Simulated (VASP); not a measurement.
# Cs (C2/c) in VASP: single point with LDA

Aim: the single point of Cs with LDA.

All numbers are computed with VASP 6.6.1; they aren't measurements. Logs are shortened: lines on timing, memory, paths and dates and some standing lists are left out, and cuts for length are marked.

## Step 1: The cell of the first run

Symmetry: C2/c, No. 15, monoclinic system. The conventional cell has a = 4.909 Å, b = 12.744 Å, c = 6.854 Å, α = 90.00°, β = 110.46°, γ = 90.00°.

## Step 2: Single point, LDA

The input, INCAR:

```
SYSTEM = Cs
PREC = Accurate
ENCUT = 520
EDIFF = 1E-6
ISMEAR = -1
SIGMA = 0.1
LREAL = .FALSE.
LASPH = .TRUE.
NELM = 80
ALGO = Normal
ISIF = 2
LWAVE = .FALSE.
LCHARG = .FALSE.
GGA = CA
NBANDS = 16
ISYM = 0
```

The input, KPOINTS:

```
regular mesh
0
G
  7 7 5
  0 0 0
```

The input, POSCAR:

```
Cs
1.0
   -4.5137891817      4.4977982837      2.4543682283
    4.4977982837     -4.5137891817      2.4543682283
    4.5491002640      4.5491002640     -2.4836555873
Cs
2
Direct
    0.9997381422      0.0002618578      0.0000000000
    0.7502618578      0.2497381422      0.5000000000
```

Potentials or basis: VASP PAW LDA potentials, release 64 (Cs_sv).

Command:

```sh
> cat potpaw_LDA.64/Cs_sv/POTCAR > POTCAR
> mpirun -np 1 vasp_std > vasp.out
```

OUTCAR:

```text
SYSTEM = Cs
   PREC = Accurate
   ENCUT = 520
   EDIFF = 1E-6
   ISMEAR = -1
   LREAL = .FALSE.
   LASPH = .TRUE.
   NELM = 80
   ISIF = 2
   GGA = CA
   ISYM = 0

 ion  position               nearest neighbor table
   1  1.000  0.000  0.000-
   2  0.750  0.250  0.500-

IMPORTANT INFORMATION: All symmetrisations will be switched off!
NOSYMM: (Re-)initialisation of all symmetry stuff for point group C_1.

----------------------------------------------------------------------------------------

                                     Primitive cell

  volume of cell :     200.8739

  direct lattice vectors                    reciprocal lattice vectors
    -4.513789182  4.497798284  2.454368228     0.000226662  0.111194902  0.204081384
     4.497798284 -4.513789182  2.454368228     0.111194902  0.000226662  0.204081384
     4.549100264  4.549100264 -2.483655587     0.110107678  0.110107678  0.000717382

  length of vectors
     6.828499511  6.828499511  6.896170785     0.232408195  0.232408195  0.155717424

  position of ions in fractional coordinates (direct lattice)
     0.999738142  0.000261858  0.000000000
     0.750261858  0.249738142  0.500000000

  ion indices of the primitive-cell ions
   primitive index   ion index
                 1           1
                 2           2

----------------------------------------------------------------------------------------

 KPOINTS: regular mesh

Automatic generation of k-mesh.
 Grid dimensions read from file:
 generate k-points for:    7    7    5

 Generating k-lattice:

  Cartesian coordinates                     Fractional coordinates (reciprocal lattice)
     0.000032380  0.015884986  0.029154483     0.142857143  0.000000000  0.000000000
     0.015884986  0.000032380  0.029154483     0.000000000  0.142857143  0.000000000
     0.022021536  0.022021536  0.000143476    -0.000000000 -0.000000000  0.200000000

  Length of vectors
     0.033201171  0.033201171  0.031143485

  Shift w.r.t. Gamma in fractional coordinates (k-lattice)
     0.000000000  0.000000000  0.000000000

 Subroutine IBZKPT returns following result:
 ===========================================

 Found    123 irreducible k-points:

 Following reciprocal coordinates:
            Coordinates               Weight
  0.000000  0.000000  0.000000      1.000000
  0.142857  0.000000 -0.000000      2.000000
 -0.000000 -0.142857  0.000000      2.000000
  0.285714 -0.000000  0.000000      2.000000
  0.000000 -0.285714 -0.000000      2.000000
  0.428571  0.000000 -0.000000      2.000000
[... 16 lines left out ...]
 -0.285714  0.285714  0.000000      2.000000
  0.428571  0.428571 -0.000000      2.000000
 [... further k-points ...]
   k-points           NKPTS =    123   k-points in BZ     NKDIM =    123   number of bands    NBANDS=     16
   number of dos      NEDOS =    301   number of ions     NIONS =      2
   total plane-waves  NPLWV = 157464
   dimension x,y,z NGX =    54 NGY =   54 NGZ =   54
   dimension x,y,z NGXF=   108 NGYF=  108 NGZF=  108
   ions per type =               2
   NGX,Y,Z   is equivalent  to a cutoff of  13.15, 13.15, 13.02 a.u.
   NGXF,Y,Z  is equivalent  to a cutoff of  26.29, 26.29, 26.04 a.u.
 SYSTEM =  Cs
   PREC   = accura    normal or accurate (medium, high low for compatibility)
   ISTART =      0    job   : 0-new  1-cont  2-samecut
   ICHARG =      2    charge: 1-file 2-atom 10-const
   ISPIN  =      1    spin polarized calculation?
   LNONCOLLINEAR =      F non collinear calculations
   LSORBIT =      F    spin-orbit coupling
   LASPH  =      T    aspherical Exc in radial PAW
   ENCUT  =  520.0 eV  38.22 Ry    6.18 a.u.  12.70 12.70 12.82*2*pi/ulx,y,z
   NELM   =     80;   NELMIN=  2; NELMDL= -5     # of ELM steps
   EDIFF  = 0.1E-05   stopping-criterion for ELM
   LREAL  =      F    real-space projection
   EDIFFG = 0.1E-04   stopping-criterion for IOM
   NSW    =      0    number of steps for IOM
   IBRION =     -1    ionic relax: 0-MD 1-quasi-New 2-CG
   NFREE  =      0    steps in history (QN), initial steepest desc. (CG)
   ISIF   =      2    stress and relaxation
   ISYM   =      0    0-nonsym 1-usesym 2-fastsym
   POTIM  = 0.5000    time-step for ionic-motion
   TEBEG  =    0.0;   TEEND  =   0.0 temperature during run
   PSTRESS=    0.0 pullay stress
   NELECT =      18.0000    total number of electrons
   NUPDOWN=      -1.0000    fix difference up-down
   EMIN   =  10.00;   EMAX   =-10.00  energy-range for DOS
   EFERMI =   0.00;   METHOD = LEGACY
   ISMEAR =    -1;   SIGMA  =   0.10  broadening in eV -4-tet -1-fermi 0-gaus
   EFERMI_NEDOS =   21; number of points for ismear=-14 and -15
   IALGO  =     38    algorithm
   IMIX   =      4    mixing-type and parameters
     AMIX     =   0.40;   BMIX     =  1.00
     AMIX_MAG =   1.60;   BMIX_MAG =  1.00
  volume/ion in A,a.u.               =     100.44       677.78
  Fermi-wavevector in a.u.,A,eV,Ry     =   0.732585  1.384384  7.301980  0.536680
  Thomas-Fermi vector in A             =   1.825084
   LORBIT       =      0    0 simple, 1 ext, 2 COOP (PROOUT), +10 PAW based schemes
   GGA     = CA    functional components
   LHFCALC =     F    Hartree Fock is set to
   AEXX    =    0.0000 exact exchange contribution
   IVDW    =     0    specifies the selected vdW correction
   LEPSILON=     F    determine dielectric tensor
   LRPA    =     F    only Hartree local field effects (RPA)
 non-spin polarized calculation
  energy-cutoff  :      520.00
  volume of cell :      200.87
 maximum number of plane-waves:      5428
 NGX is ok and might be reduce to    54
   NGX = 25   NGY = 25   NGZ = 25

 number of electron      17.9999998 magnetization

 Free energy of the ion-electron system (eV)
  ---------------------------------------------------
  ext. energy  EPLUGINS =         0.00000000
  ---------------------------------------------------
  free energy    TOTEN  =        -1.90351133 eV

  energy without entropy =       -1.82585671  energy(sigma->0) =       -1.86468402

 E-fermi :   0.6601     XC(G=0):  -5.8937

 val. band max:        0.6566258783   @ k =  -0.1429  -0.4286  -0.4000
 cond. band min:       0.6681154209   @ k =   0.1429   0.1429   0.4000
 fundamental gap:      0.0114895426
 Fermi energy:         0.6600820450

 k-point     1 :       0.0000    0.0000    0.0000
  band No.  band energies     occupation
      1     -23.1964      2.00000
      2     -23.1634      2.00000
      3     -10.1320      2.00000
      4     -10.1281      2.00000
      5      -9.8868      2.00000
      6      -9.8834      2.00000
[... 8 lines left out ...]
     15       3.3069      0.00000
     16       3.9732      0.00000

 k-point     2 :       0.1429    0.0000   -0.0000
  band No.  band energies     occupation
      1     -23.1933      2.00000
      2     -23.1631      2.00000
      3     -10.1267      2.00000
      4     -10.1119      2.00000
      5      -9.9299      2.00000
      6      -9.9237      2.00000
[... 8 lines left out ...]
     15       2.9286      0.00000
     16       3.5496      0.00000

 k-point     3 :      -0.0000   -0.1429    0.0000
  band No.  band energies     occupation
      1     -23.1933      2.00000
      2     -23.1631      2.00000
      3     -10.1267      2.00000
      4     -10.1119      2.00000
      5      -9.9299      2.00000
      6      -9.9237      2.00000
[... 8 lines left out ...]
     15       2.9286      0.00000
     16       3.5496      0.00000

 k-point     4 :       0.2857   -0.0000    0.0000
  band No.  band energies     occupation
      1     -23.1861      2.00000
      2     -23.1628      2.00000
      3     -10.1184      2.00000
      4     -10.0820      2.00000
      5     -10.0215      2.00000
      6      -9.9937      2.00000
[... 8 lines left out ...]
     15       2.9805      0.00000
     16       3.3489      0.00000

 k-point     5 :       0.0000   -0.2857   -0.0000
  band No.  band energies     occupation
      1     -23.1861      2.00000
      2     -23.1628      2.00000
      3     -10.1184      2.00000
      4     -10.0820      2.00000
      5     -10.0215      2.00000
      6      -9.9937      2.00000
[... 8 lines left out ...]
     15       2.9805      0.00000
     16       3.3484      0.00000

 k-point     6 :       0.4286    0.0000   -0.0000
  band No.  band energies     occupation
      1     -23.1795      2.00000
      2     -23.1634      2.00000
      3     -10.1140      2.00000
      4     -10.1116      2.00000
      5     -10.0837      2.00000
      6      -9.9884      2.00000
[... 8 lines left out ...]
     15       3.1361      0.00000
     16       3.3161      0.00000

 k-point     7 :      -0.0000   -0.4286    0.0000
  band No.  band energies     occupation
      1     -23.1795      2.00000
      2     -23.1634      2.00000
      3     -10.1140      2.00000
      4     -10.1116      2.00000
      5     -10.0837      2.00000
      6      -9.9884      2.00000
[... 8 lines left out ...]
     15       3.1361      0.00000
     16       3.3161      0.00000

 k-point     8 :       0.1429    0.1429    0.0000
  band No.  band energies     occupation
      1     -23.1874      2.00000
      2     -23.1616      2.00000
      3     -10.1059      2.00000
      4     -10.1048      2.00000
      5     -10.0126      2.00000
      6     -10.0054      2.00000
[... 8 lines left out ...]
     15       3.1409      0.00000
     16       3.1414      0.00000

 k-point     9 :       0.2857    0.1429   -0.0000
  band No.  band energies     occupation
      1     -23.1806      2.00000
      2     -23.1623      2.00000
      3     -10.1250      2.00000
      4     -10.0969      2.00000
      5     -10.0711      2.00000
      6     -10.0312      2.00000
[... 8 lines left out ...]
     15       2.9836      0.00000
     16       3.3404      0.00000
[... 172 lines left out ...]
 k-point    19 :       0.4286    0.2857    0.0000
  band No.  band energies     occupation
      1     -23.1782      2.00000
      2     -23.1707      2.00000
      3     -10.1032      2.00000
      4     -10.0602      2.00000
      5     -10.0337      2.00000
      6      -9.9765      2.00000
[... 8 lines left out ...]
     15       3.1353      0.00000
     16       3.3890      0.00000

 k-point    20 :      -0.2857   -0.4286    0.0000
  band No.  band energies     occupation
      1     -23.1782      2.00000
      2     -23.1707      2.00000
      3     -10.1032      2.00000
      4     -10.0602      2.00000
      5     -10.0337      2.00000
      6      -9.9765      2.00000
[... 8 lines left out ...]
     15       3.1353      0.00000
     16       3.3890      0.00000

 k-point    21 :      -0.4286    0.2857    0.0000
  band No.  band energies     occupation
      1     -23.1849      2.00000
      2     -23.1714      2.00000
      3     -10.0948      2.00000
      4     -10.0369      2.00000
      5     -10.0011      2.00000
      6      -9.9411      2.00000
[... 8 lines left out ...]
     15       3.0398      0.00000
     16       3.6824      0.00000

 k-point    22 :      -0.2857    0.4286   -0.0000
  band No.  band energies     occupation
      1     -23.1849      2.00000
      2     -23.1714      2.00000
      3     -10.0948      2.00000
      4     -10.0369      2.00000
      5     -10.0011      2.00000
      6      -9.9411      2.00000
[... 8 lines left out ...]
     15       3.0398      0.00000
     16       3.6799      0.00000

 k-point    23 :      -0.2857    0.2857    0.0000
  band No.  band energies     occupation
      1     -23.1901      2.00000
      2     -23.1695      2.00000
      3     -10.0906      2.00000
      4     -10.0886      2.00000
      5      -9.9453      2.00000
      6      -9.9302      2.00000
[... 8 lines left out ...]
     15       3.1306      0.00000
     16       4.0356      0.00000

 k-point    24 :       0.4286    0.4286   -0.0000
  band No.  band energies     occupation
      1     -23.1787      2.00000
      2     -23.1776      2.00000
      3     -10.0590      2.00000
      4     -10.0450      2.00000
      5      -9.9987      2.00000
      6      -9.9738      2.00000
[... 8 lines left out ...]
     15       3.0648      0.00000
     16       3.2528      0.00000

 [... further k-points ...]

------------------------ aborting loop because EDIFF is reached ----------------------------------------

  FORCE on cell =-STRESS in cart. coord.  units (eV):
  Direction    XX          YY          ZZ          XY          YZ          ZX
  --------------------------------------------------------------------------------------
  -------------------------------------------------------------------------------------
  Total        0.0071470      0.0071501      0.0124661      0.0204842     -0.0124344     -0.0124343
  in kB        0.0570050      0.0570298      0.0994302      0.1633824     -0.0991769     -0.0991766
  external PRESSURE =       0.0711550 kB  Pullay stress =       0.0000000 kB

 VOLUME and BASIS-vectors are now :
 -----------------------------------------------------------------------------
  energy-cutoff  :      520.00
  volume of cell :      200.87
      direct lattice vectors                 reciprocal lattice vectors
    -4.513789182  4.497798284  2.454368228     0.000226662  0.111194902  0.204081384
     4.497798284 -4.513789182  2.454368228     0.111194902  0.000226662  0.204081384
     4.549100264  4.549100264 -2.483655587     0.110107678  0.110107678  0.000717382

 POSITION                                       TOTAL-FORCE (eV/Angst)
 -----------------------------------------------------------------------------------
     -4.51143      4.49544      2.45437         0.000801     -0.000801     -0.000001
      0.01130      4.52181      1.21254        -0.000801      0.000801      0.000001
 -----------------------------------------------------------------------------------
    total drift:                                0.000001     -0.000000      0.000001

  FREE ENERGIE OF THE ION-ELECTRON SYSTEM (eV)
  ---------------------------------------------------
  free  energy   TOTEN  =        -1.9035113256 eV

  energy  without entropy=       -1.8258567110  energy(sigma->0) =       -1.86468402
```

Run time: 7.8 min. Hardware: 1 thread of Intel Xeon Platinum 8375C at 2.90GHz (Ice Lake), shared host; peak memory 0.49 GiB.

What came out:

```
Free energy            : -1.9035 eV
Pressure               : 0.0 GPa
Band gap on the k mesh : zero (bands 9 and 10 overlap by 0.80 eV)
```

Levels at points of the mesh, in eV from the Fermi level:
| k point | band 5 | band 6 | band 7 | band 8 | band 9 | band 10 | band 11 | band 12 | band 13 | band 14 |
| --- | --- | --- | --- | --- | --- | --- | --- | --- | --- | --- |
| (0.00, 0.00, 0.00) | -10.55 | -10.54 | -10.53 | -10.53 | -1.82 | 0.25 | 1.11 | 1.47 | 1.92 | 2.59 |

Caveat: spin-orbit coupling is left out, which moves the levels of the heavy elements.
